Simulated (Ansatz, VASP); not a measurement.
## PbS: VASP beside Ansatz

```xyz
8
Lattice="4.2490 0.0000 0.0000 0.0000 4.2490 0.0000 0.0000 0.0000 24.0135" Properties=species:S:1:pos:R:3 pbc="T T T"
Pb    0.0000    0.0000    7.5350
Pb    2.1245    2.1245   10.3504
Pb    0.0000    0.0000   13.6629
Pb    2.1245    2.1245   16.4785
S     2.1245    2.1245    7.5981
S     0.0000    0.0000   10.2742
S     2.1245    2.1245   13.7395
S     0.0000    0.0000   16.4155
```

Alike in both runs: functional PBE; k mesh 8 × 8 × 1; occupations gaussian, width 0.05 eV; no spin polarisation.

Ansatz relaxed the structure, and its values are those at the end. VASP's run is a single point on that final structure, the one shown.

|  | VASP | Ansatz |
| --- | --- | --- |
| version | VASP 6.6.1 | Ansatz 0.2.0 |
| potentials or method | VASP PAW PBE potentials, release 64 (Pb_d, S), cutoff 520 eV | scalar-relativistic, plane waves, PAW |
| valence electrons in the cell | 80 | 80 |

Ansatz gave:

```
gap on the k mesh at the Fermi level (eV) : 1.60
least direct gap on the mesh (eV)         : 1.63
```

Question: What did VASP give for the same quantities?

Answer: gap on the k mesh at the Fermi level (eV): 1.61; least direct gap on the mesh (eV): 1.63.

The functional is the same, so the differences come from potentials, cutoffs and numerics.

Neither program's run includes spin-orbit coupling.
